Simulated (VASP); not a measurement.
# Mo (Im-3m) in VASP: notebook

The runs below take Mo through single point, with PBE, RPBE, PBEsol.

All numbers are computed with VASP 6.6.1; they aren't measurements. Logs are shortened: lines on timing, memory, paths and dates and some standing lists are left out, and cuts for length are marked.

### 1 The cell of the first run

Symmetry: Im-3m, No. 229, cubic system. The conventional cell has a = 3.230 Å, b = 3.230 Å, c = 3.230 Å, α = 90.00°, β = 90.00°, γ = 90.00°. Within 3.7 Å of Mo (site symmetry m-3m) lie 14 Mo at 2.80 to 3.23 Å.

### 2 Single point, PBE

The input, INCAR:

```
SYSTEM = Mo
PREC     = Accurate       ! precision mode
ENCUT    = 520            ! plane-wave cutoff, eV
EDIFF    = 1E-6           ! SCF threshold, eV
ISMEAR   = -1             ! smearing method
SIGMA    = 0.05           ! smearing width, eV
LREAL    = .False.        ! projectors in reciprocal space
LASPH    = .True.         ! aspherical terms in the spheres
NELM     = 60             ! most SCF steps
ALGO     = Normal         ! electronic algorithm
ISIF     = 2              ! what is computed and relaxed
LWAVE    = .False.        ! write WAVECAR
LCHARG   = .False.        ! write CHGCAR
GGA      = PE             ! functional
NBANDS   = 13             ! bands
```

The input, KPOINTS:

```
Automatic mesh
0
Gamma
  12 12 12
  0 0 0
```

The input, POSCAR:

```
Mo
1.0
   -1.6148719360      1.6148719360      1.6148719360
    1.6148719360     -1.6148719360      1.6148719360
    1.6148719360      1.6148719360     -1.6148719360
Mo
1
Direct
    0.0000000000      0.0000000000      0.0000000000
```

Potentials or basis: VASP PAW PBE potentials, release 64 (Mo_sv).

The run is started by

```
cat potpaw_PBE.64/Mo_sv/POTCAR > POTCAR
mpirun -np 1 vasp_std > vasp.out
```

OUTCAR:

```text
SYSTEM = Mo
   PREC = Accurate
   ENCUT = 520
   EDIFF = 1E-6
   ISMEAR = -1
   LREAL = .False.
   LASPH = .True.
   NELM = 60
   ISIF = 2
   GGA = PE

 ion  position               nearest neighbor table
   1  0.000  0.000  0.000-

  LATTYP: Found a body centered cubic cell.
 ALAT       =     3.2297438720

  Lattice vectors:

 A1 = (  -1.6148719360,   1.6148719360,   1.6148719360)
 A2 = (   1.6148719360,  -1.6148719360,   1.6148719360)
 A3 = (   1.6148719360,   1.6148719360,  -1.6148719360)

Analysis of symmetry for initial positions (statically):
=====================================================================
 Subroutine PRICEL returns:
 Original cell was already a primitive cell.

 Routine SETGRP: Setting up the symmetry group for a
 body centered cubic supercell.

 Subroutine GETGRP returns: Found 48 space group operations
 (whereof 48 operations were pure point group operations)
 out of a pool of 48 trial point group operations.

The static configuration has the point symmetry O_h .

Analysis of symmetry for dynamics (positions and initial velocities):
=====================================================================
 Subroutine PRICEL returns:
 Original cell was already a primitive cell.

 Routine SETGRP: Setting up the symmetry group for a
 body centered cubic supercell.

 Subroutine GETGRP returns: Found 48 space group operations
 (whereof 48 operations were pure point group operations)
 out of a pool of 48 trial point group operations.

The dynamic configuration has the point symmetry O_h .

 Subroutine INISYM returns: Found 48 space group operations
 (whereof 48 operations are pure point group operations),
 and found     1 'primitive' translations

----------------------------------------------------------------------------------------

                                     Primitive cell

  volume of cell :      16.8451

  direct lattice vectors                    reciprocal lattice vectors
    -1.614871936  1.614871936  1.614871936     0.000000000  0.309622075  0.309622075
     1.614871936 -1.614871936  1.614871936     0.309622075  0.000000000  0.309622075
     1.614871936  1.614871936 -1.614871936     0.309622075  0.309622075  0.000000000

  length of vectors
     2.797040241  2.797040241  2.797040241     0.437871738  0.437871738  0.437871738

  position of ions in fractional coordinates (direct lattice)
     0.000000000  0.000000000  0.000000000

  ion indices of the primitive-cell ions
   primitive index   ion index
                 1           1

----------------------------------------------------------------------------------------

 KPOINTS: Automatic mesh

Automatic generation of k-mesh.
 Grid dimensions read from file:
 generate k-points for:   12   12   12

 Generating k-lattice:

  Cartesian coordinates                     Fractional coordinates (reciprocal lattice)
     0.000000000  0.025801840  0.025801840     0.083333333  0.000000000  0.000000000
     0.025801840  0.000000000  0.025801840     0.000000000  0.083333333  0.000000000
     0.025801840  0.025801840  0.000000000     0.000000000  0.000000000  0.083333333

  Length of vectors
     0.036489311  0.036489311  0.036489311

  Shift w.r.t. Gamma in fractional coordinates (k-lattice)
     0.000000000  0.000000000  0.000000000

 Subroutine IBZKPT returns following result:
 ===========================================

 Found     72 irreducible k-points:

 Following reciprocal coordinates:
            Coordinates               Weight
  0.000000  0.000000  0.000000      1.000000
  0.083333  0.000000  0.000000     12.000000
  0.166667  0.000000  0.000000     12.000000
  0.250000  0.000000  0.000000     12.000000
  0.333333  0.000000  0.000000     12.000000
  0.416667  0.000000  0.000000     12.000000
[... 16 lines left out ...]
  0.333333  0.083333  0.083333     24.000000
  0.416667  0.083333  0.083333     12.000000
 [... further k-points ...]
   k-points           NKPTS =     72   k-points in BZ     NKDIM =     72   number of bands    NBANDS=     13
   number of dos      NEDOS =    301   number of ions     NIONS =      1
   total plane-waves  NPLWV =  13824
   dimension x,y,z NGX =    24 NGY =   24 NGZ =   24
   dimension x,y,z NGXF=    48 NGYF=   48 NGZF=   48
   ions per type =               1
   NGX,Y,Z   is equivalent  to a cutoff of  14.26, 14.26, 14.26 a.u.
   NGXF,Y,Z  is equivalent  to a cutoff of  28.53, 28.53, 28.53 a.u.
 SYSTEM =  Mo
   PREC   = accura    normal or accurate (medium, high low for compatibility)
   ISTART =      0    job   : 0-new  1-cont  2-samecut
   ICHARG =      2    charge: 1-file 2-atom 10-const
   ISPIN  =      1    spin polarized calculation?
   LNONCOLLINEAR =      F non collinear calculations
   LSORBIT =      F    spin-orbit coupling
   LASPH  =      T    aspherical Exc in radial PAW
   ENCUT  =  520.0 eV  38.22 Ry    6.18 a.u.   5.20  5.20  5.20*2*pi/ulx,y,z
   NELM   =     60;   NELMIN=  2; NELMDL= -5     # of ELM steps
   EDIFF  = 0.1E-05   stopping-criterion for ELM
   LREAL  =      F    real-space projection
   EDIFFG = 0.1E-04   stopping-criterion for IOM
   NSW    =      0    number of steps for IOM
   IBRION =     -1    ionic relax: 0-MD 1-quasi-New 2-CG
   NFREE  =      0    steps in history (QN), initial steepest desc. (CG)
   ISIF   =      2    stress and relaxation
   ISYM   =      2    0-nonsym 1-usesym 2-fastsym
   POTIM  = 0.5000    time-step for ionic-motion
   TEBEG  =    0.0;   TEEND  =   0.0 temperature during run
   PSTRESS=    0.0 pullay stress
   NELECT =      14.0000    total number of electrons
   NUPDOWN=      -1.0000    fix difference up-down
   EMIN   =  10.00;   EMAX   =-10.00  energy-range for DOS
   EFERMI =   0.00;   METHOD = LEGACY
   ISMEAR =    -1;   SIGMA  =   0.05  broadening in eV -4-tet -1-fermi 0-gaus
   EFERMI_NEDOS =   21; number of points for ismear=-14 and -15
   IALGO  =     38    algorithm
   IMIX   =      4    mixing-type and parameters
     AMIX     =   0.40;   BMIX     =  1.00
     AMIX_MAG =   1.60;   BMIX_MAG =  1.00
  volume/ion in A,a.u.               =      16.85       113.68
  Fermi-wavevector in a.u.,A,eV,Ry     =   1.539192  2.908651 32.233720  2.369112
  Thomas-Fermi vector in A             =   2.645454
   LORBIT       =      0    0 simple, 1 ext, 2 COOP (PROOUT), +10 PAW based schemes
   GGA     = PE    functional components
   LHFCALC =     F    Hartree Fock is set to
   AEXX    =    0.0000 exact exchange contribution
   IVDW    =     0    specifies the selected vdW correction
   LEPSILON=     F    determine dielectric tensor
   LRPA    =     F    only Hartree local field effects (RPA)
 non-spin polarized calculation
  energy-cutoff  :      520.00
  volume of cell :       16.85
 maximum number of plane-waves:       468
 NGX is ok and might be reduce to    24
   NGX = 11   NGY = 11   NGZ = 11

 number of electron      13.9999998 magnetization

 Free energy of the ion-electron system (eV)
  ---------------------------------------------------
  ext. energy  EPLUGINS =         0.00000000
  ---------------------------------------------------
  free energy    TOTEN  =       -10.90233143 eV

  energy without entropy =      -10.89955603  energy(sigma->0) =      -10.90094373

 E-fermi :  11.3975     XC(G=0): -12.9724

 val. band max:       11.3882578096   @ k =  -0.1667   0.2500   0.0833
 cond. band min:      11.4364007287   @ k =  -0.3333   0.3333   0.2500
 fundamental gap:      0.0481429191
 Fermi energy:        11.3974686689

 k-point     1 :       0.0000    0.0000    0.0000
  band No.  band energies     occupation
      1     -49.8519      2.00000
      2     -23.2711      2.00000
      3     -23.2711      2.00000
      4     -23.2711      2.00000
      5       4.4518      2.00000
      6      10.2008      2.00000
      7      10.2008      2.00000
      8      10.2008      2.00000
      9      12.9569      0.00000
     10      12.9569      0.00000
     11      26.1318      0.00000
     12      26.1318      0.00000
     13      26.1318      0.00000

 k-point     2 :       0.0833    0.0000    0.0000
  band No.  band energies     occupation
      1     -49.8391      2.00000
      2     -23.3493      2.00000
      3     -23.2957      2.00000
      4     -23.2715      2.00000
      5       4.7322      2.00000
      6      10.0495      2.00000
      7      10.1730      2.00000
      8      10.4605      2.00000
      9      12.7514      0.00000
     10      12.9632      0.00000
     11      26.3188      0.00000
     12      26.6014      0.00000
     13      26.6038      0.00000

 k-point     3 :       0.1667    0.0000    0.0000
  band No.  band energies     occupation
      1     -49.8038      2.00000
      2     -23.5593      2.00000
      3     -23.3622      2.00000
      4     -23.2727      2.00000
      5       5.4849      2.00000
      6       9.6630      2.00000
      7      10.0377      2.00000
      8      11.2147      1.94956
      9      12.4529      0.00000
     10      13.0004      0.00000
     11      26.5330      0.00000
     12      27.3526      0.00000
     13      27.9281      0.00000
[... 305 lines left out ...]
 k-point    23 :       0.3333    0.0833    0.0833
  band No.  band energies     occupation
      1     -49.6651      2.00000
      2     -24.2525      2.00000
      3     -23.6418      2.00000
      4     -23.3489      2.00000
      5       7.1540      2.00000
      6       8.4276      2.00000
      7      10.9742      1.99958
      8      13.0369      0.00000
      9      13.4747      0.00000
     10      16.5329      0.00000
     11      22.4789      0.00000
     12      24.0127      0.00000
     13      26.9860      0.00000

 k-point    24 :       0.4167    0.0833    0.0833
  band No.  band energies     occupation
      1     -49.6534      2.00000
      2     -24.3003      2.00000
      3     -23.6774      2.00000
      4     -23.3510      2.00000
      5       7.0602      2.00000
      6       8.3466      2.00000
      7      11.6108      0.02767
      8      13.0972      0.00000
      9      13.5431      0.00000
     10      17.2021      0.00000
     11      21.4947      0.00000
     12      23.6443      0.00000
     13      26.4776      0.00000

 [... further k-points ...]
[... 5 lines left out ...]
  --------------------------------------------------------------------------------------
  -------------------------------------------------------------------------------------
  Total       -1.5237620     -1.5237620     -1.5237620     -0.0000000     -0.0000000      0.0000000
  in kB     -144.9283935   -144.9283935   -144.9283935     -0.0000000     -0.0000000      0.0000000
  external PRESSURE =    -144.9283935 kB  Pullay stress =       0.0000000 kB

 VOLUME and BASIS-vectors are now :
 -----------------------------------------------------------------------------
  energy-cutoff  :      520.00
  volume of cell :       16.85
      direct lattice vectors                 reciprocal lattice vectors
    -1.614871936  1.614871936  1.614871936     0.000000000  0.309622075  0.309622075
     1.614871936 -1.614871936  1.614871936     0.309622075  0.000000000  0.309622075
     1.614871936  1.614871936 -1.614871936     0.309622075  0.309622075  0.000000000

 POSITION                                       TOTAL-FORCE (eV/Angst)
 -----------------------------------------------------------------------------------
      0.00000      0.00000      0.00000         0.000000     -0.000000      0.000000
 -----------------------------------------------------------------------------------
    total drift:                                0.000000      0.000000      0.000000

  FREE ENERGIE OF THE ION-ELECTRON SYSTEM (eV)
  ---------------------------------------------------
  free  energy   TOTEN  =       -10.9023314279 eV

  energy  without entropy=      -10.8995560340  energy(sigma->0) =      -10.90094373
```

Wall time 5.7 s (1 thread of Intel Xeon Platinum 8559C (Emerald Rapids), shared host); peak memory 0.14 GiB.

Results:

```yaml
Free_energy: -10.9023 eV
Pressure: -14.5 GPa
Band_gap_on_the_k_mesh: zero (band 7 reaches 15.00 eV, above the bottom of band 8 at 10.20 eV)
```

Levels at points of the mesh, in eV from the Fermi level:
```tsv
k point	band 4	band 5	band 6	band 7	band 8	band 9	band 10	band 11
(0.00, 0.00, 0.00)	-34.67	-6.95	-1.20	-1.20	-1.20	1.56	1.56	14.73
(0.50, 0.00, 0.00)	-34.68	-4.86	-3.03	1.41	1.55	2.12	4.27	10.57
(0.50, 0.50, 0.50)	-35.44	-4.86	-4.86	3.60	3.60	3.60	8.54	8.54
```

### 3 Single point, PBE

This run uses another cell than the first one, of 15.89 Å³/atom, 0.943 times its volume.

The input, INCAR:

```
SYSTEM = Mo
ALGO     = Normal         ! electronic algorithm
EDIFF    = 1E-7           ! SCF threshold, eV
ENCUT    = 520            ! plane-wave cutoff, eV
GGA      = PE             ! functional
ISIF     = 2              ! what is computed and relaxed
ISMEAR   = 0              ! smearing method
LASPH    = .TRUE.         ! aspherical terms in the spheres
LCHARG   = .FALSE.        ! write CHGCAR
LREAL    = .FALSE.        ! projectors in reciprocal space
LWAVE    = .FALSE.        ! write WAVECAR
NBANDS   = 13             ! bands
NELM     = 80             ! most SCF steps
PREC     = Accurate       ! precision mode
SIGMA    = 0.017          ! smearing width, eV
```

The input, KPOINTS:

```
k-points
0
G
  12 12 12
  0 0 0
```

The input, POSCAR:

```
Mo
1.0
   -1.5838089719      1.5838089719      1.5838089719
    1.5838089719     -1.5838089719      1.5838089719
    1.5838089719      1.5838089719     -1.5838089719
Mo
1
Direct
    0.0000000000      0.0000000000      0.0000000000
```

Potentials or basis: VASP PAW PBE potentials, release 64 (Mo_sv).

The run is started by

```
cat potpaw_PBE.64/Mo_sv/POTCAR > POTCAR
mpirun -np 1 vasp_std > vasp.out
```

OUTCAR:

```text
SYSTEM = Mo
   EDIFF = 1E-7
   ENCUT = 520
   GGA = PE
   ISIF = 2
   ISMEAR = 0
   LASPH = .TRUE.
   LREAL = .FALSE.
   NELM = 80
   PREC = Accurate

 ion  position               nearest neighbor table
   1  0.000  0.000  0.000-

  LATTYP: Found a body centered cubic cell.
 ALAT       =     3.1676179438

  Lattice vectors:

 A1 = (  -1.5838089719,   1.5838089719,   1.5838089719)
 A2 = (   1.5838089719,  -1.5838089719,   1.5838089719)
 A3 = (   1.5838089719,   1.5838089719,  -1.5838089719)

Analysis of symmetry for initial positions (statically):
=====================================================================
 Subroutine PRICEL returns:
 Original cell was already a primitive cell.

 Routine SETGRP: Setting up the symmetry group for a
 body centered cubic supercell.

 Subroutine GETGRP returns: Found 48 space group operations
 (whereof 48 operations were pure point group operations)
 out of a pool of 48 trial point group operations.

The static configuration has the point symmetry O_h .

Analysis of symmetry for dynamics (positions and initial velocities):
=====================================================================
 Subroutine PRICEL returns:
 Original cell was already a primitive cell.

 Routine SETGRP: Setting up the symmetry group for a
 body centered cubic supercell.

 Subroutine GETGRP returns: Found 48 space group operations
 (whereof 48 operations were pure point group operations)
 out of a pool of 48 trial point group operations.

The dynamic configuration has the point symmetry O_h .

 Subroutine INISYM returns: Found 48 space group operations
 (whereof 48 operations are pure point group operations),
 and found     1 'primitive' translations

----------------------------------------------------------------------------------------

                                     Primitive cell

  volume of cell :      15.8916
[... 107 lines left out ...]
     AMIX_MAG =   1.60;   BMIX_MAG =  1.00
  volume/ion in A,a.u.               =      15.89       107.24
  Fermi-wavevector in a.u.,A,eV,Ry     =   1.569380  2.965698 33.510508  2.462953
  Thomas-Fermi vector in A             =   2.671271
   LORBIT       =      0    0 simple, 1 ext, 2 COOP (PROOUT), +10 PAW based schemes
   GGA     = PE    functional components
   LHFCALC =     F    Hartree Fock is set to
   AEXX    =    0.0000 exact exchange contribution
   IVDW    =     0    specifies the selected vdW correction
   LEPSILON=     F    determine dielectric tensor
   LRPA    =     F    only Hartree local field effects (RPA)
 non-spin polarized calculation
 Gauss-broadening in eV      SIGMA  =   0.02
  energy-cutoff  :      520.00
  volume of cell :       15.89
 maximum number of plane-waves:       442
   NGX = 11   NGY = 11   NGZ = 11

 number of electron      14.0000005 magnetization

 Free energy of the ion-electron system (eV)
  ---------------------------------------------------
  ext. energy  EPLUGINS =         0.00000000
  ---------------------------------------------------
  free energy    TOTEN  =       -10.94979699 eV

  energy without entropy =      -10.94972778  energy(sigma->0) =      -10.94976239

 E-fermi :  12.2757     XC(G=0): -13.2972

 val. band max:       12.2755811209   @ k =   0.5000   0.5000   0.0833
 cond. band min:      12.3344775429   @ k =  -0.3333   0.3333   0.2500
 fundamental gap:      0.0588964219
 Fermi energy:        12.2757330368

 k-point     1 :       0.0000    0.0000    0.0000
  band No.  band energies     occupation
      1     -48.9476      2.00000
      2     -22.2510      2.00000
      3     -22.2510      2.00000
      4     -22.2510      2.00000
      5       5.1490      2.00000
      6      10.9986      2.00000
      7      10.9986      2.00000
      8      10.9986      2.00000
      9      13.9631      0.00000
     10      13.9631      0.00000
     11      27.1363      0.00000
     12      27.1363      0.00000
     13      27.1363      0.00000
[... 354 lines left out ...]
  band No.  band energies     occupation
      1     -48.6951      2.00000
      2     -23.4927      2.00000
      3     -22.7385      2.00000
      4     -22.3502      2.00000
      5       7.6695      2.00000
      6       8.9979      2.00000
      7      12.6197      0.00000
      8      14.1428      0.00000
      9      14.6276      0.00000
     10      18.5629      0.00000
     11      23.1691      0.00000
     12      24.7769      0.00000
     13      28.1435      0.00000

 [... further k-points ...]
[... 5 lines left out ...]
  --------------------------------------------------------------------------------------
  -------------------------------------------------------------------------------------
  Total       -0.1421388     -0.1421388     -0.1421388     -0.0000000      0.0000000      0.0000000
  in kB      -14.3302847    -14.3302847    -14.3302847     -0.0000000      0.0000000      0.0000000
  external PRESSURE =     -14.3302847 kB  Pullay stress =       0.0000000 kB

 VOLUME and BASIS-vectors are now :
 -----------------------------------------------------------------------------
  energy-cutoff  :      520.00
  volume of cell :       15.89
      direct lattice vectors                 reciprocal lattice vectors
    -1.583808972  1.583808972  1.583808972     0.000000000  0.315694638  0.315694638
     1.583808972 -1.583808972  1.583808972     0.315694638  0.000000000  0.315694638
     1.583808972  1.583808972 -1.583808972     0.315694638  0.315694638  0.000000000

 POSITION                                       TOTAL-FORCE (eV/Angst)
 -----------------------------------------------------------------------------------
      0.00000      0.00000      0.00000        -0.000000     -0.000000      0.000000
 -----------------------------------------------------------------------------------
    total drift:                                0.000000     -0.000000      0.000000

  FREE ENERGIE OF THE ION-ELECTRON SYSTEM (eV)
  ---------------------------------------------------
  free  energy   TOTEN  =       -10.9497969942 eV

  energy  without entropy=      -10.9497277815  energy(sigma->0) =      -10.94976239
```

stdout:

```text
POSCAR found type information on POSCAR Mo
 POSCAR found :  1 types and       1 ions
 scaLAPACK will be used
 LDA part: xc-table for (Slater+PW92), standard interpolation
 POSCAR, INCAR and KPOINTS ok, starting setup
 FFT: planning ... GRIDC
 FFT: planning ... GRID_SOFT
 FFT: planning ... GRID
 WAVECAR not read
 entering main loop
```

Run time: 4.9 s. Hardware: 1 thread of Intel Xeon 6975P-C (Granite Rapids), shared host; peak memory 0.13 GiB.

What came out:

```
Free energy            : -10.9498 eV
Pressure               : -1.4 GPa
Band gap on the k mesh : zero (band 7 reaches 16.22 eV, above the bottom of band 8 at 11.00 eV)
```

(Continued in part 2 of 2.)
